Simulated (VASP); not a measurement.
Wanted: the native input for a VASP 6.6.1 run.

```yaml
Task: single point
Functional: PBE
Potentials_or_basis: VASP PAW PBE potentials, release 64 (Ba_sv, S)
Cutoff: 520 eV
k_mesh: 4 × 4 × 4
Occupations: gaussian, width 0.01 eV
Spin: no spin polarisation
Dipole_correction: no
Further_INCAR_settings: ALGO = Normal; EDIFF = 1e-06; NBANDS = 15
```

The structure of BaS lies in POSCAR:

```
BaS
1.0
    0.0000000000      3.5194117709      3.5018147120
    3.5194117709      0.0000000000      3.5018147120
    3.5194117709      3.5194117709      0.0000000000
Ba S
1 1
Direct
    0.0000000000      0.0000000000      0.0000000000
    0.2500000000      0.2500000000      0.2500000000
```

This cell differs from its parent crystal: uniaxial z strain -0.5%.

One way to write it, as run:

INCAR

```
SYSTEM = BaS
PREC = Accurate ; ENCUT = 520
EDIFF = 1E-6 ; ISMEAR = 0
SIGMA = 0.01 ; LREAL = .FALSE.
LASPH = .TRUE. ; NELM = 60
ALGO = Normal ; ISIF = 2
LWAVE = .FALSE. ; LCHARG = .FALSE.
GGA = PE ; NBANDS = 15
```

KPOINTS

```
regular mesh
0
G
  4 4 4
  0 0 0
```

Potentials or basis: VASP PAW PBE potentials, release 64 (Ba_sv, S).

Command:

```bash
$ cat potpaw_PBE.64/Ba_sv/POTCAR potpaw_PBE.64/S/POTCAR > POTCAR
$ mpirun -np 1 vasp_std > vasp.out
```

It gave:

* Pressure: 0.5 GPa
* Band gap on the k mesh: 2.77 eV (least direct gap 3.40 eV)

Caveat: the cell differs from its parent crystal (uniaxial z strain -0.5%); spin-orbit coupling is left out, which moves the levels of the heavy elements.

It took 19 s on 1 thread of Intel(R) Xeon(R) Platinum 8488C (Sapphire Rapids) (shared host), peak memory 0.23 GiB.
